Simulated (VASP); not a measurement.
Wanted: the native input for a VASP 6.6.1 run.

```yaml
Task: single point
Functional: PBEsol
Potentials_or_basis: VASP PAW PBE potentials, release 64 (O)
Cutoff: 520 eV
k_mesh: 8 × 8 × 6
Occupations: fermi-dirac, width 0.05 eV
Spin: no spin polarisation
Dipole_correction: no
Further_INCAR_settings: ALGO = Normal; EDIFF = 1e-06; NBANDS = 13
```

The structure of O lies in POSCAR:

```
O
1.0
    2.8514028533     -1.6624159400      0.0000000000
    2.8514028533      1.6624159400      0.0000000000
   -2.3944914034      0.0000000000      3.7199911860
O
2
Direct
    0.9745461700      0.9745461700      0.8444259800
    0.0254538300      0.0254538300      0.1555740200
```

These files were run (other wordings do the same):

INCAR

```
PREC     = Accurate       # precision mode
ENCUT    = 520            # plane-wave cutoff, eV
EDIFF    = 1E-6           # SCF threshold, eV
ISMEAR   = -1             # smearing method
SIGMA    = 0.05           # smearing width, eV
LREAL    = F              # projectors in reciprocal space
LASPH    = T              # aspherical terms in the spheres
NELM     = 100            # most SCF steps
ALGO     = Normal         # electronic algorithm
ISIF     = 2              # what is computed and relaxed
LWAVE    = F              # write WAVECAR
LCHARG   = F              # write CHGCAR
GGA      = PS             # functional
NBANDS   = 13             # bands
```

KPOINTS

```
Automatic mesh
0
Gamma
  8 8 6
```

Potentials or basis: VASP PAW PBE potentials, release 64 (O).

The run is started by

```console
$ cat potpaw_PBE.64/O/POTCAR > POTCAR
$ mpirun -np 1 vasp_std > vasp.out
```

Results of the run:

The pressure is -4.4 GPa and the largest force is 1.114 eV/Å. The band gap on the k mesh is zero (bands 6 and 7 overlap by 0.30 eV).

Caveat: the standard files for N, O and F lose accuracy on very short bonds; spin is off for a triplet molecule; the cell stands under tension; this functional lacks dispersion, which holds the molecules together, so the pressure and a relaxed volume are unreliable; the PAW data sets were made with another functional, which shifts forces and pressure a little.

It took 21 s on 1 thread of Intel(R) Xeon(R) 6975P-C (Granite Rapids) (shared host), peak memory 0.18 GiB.
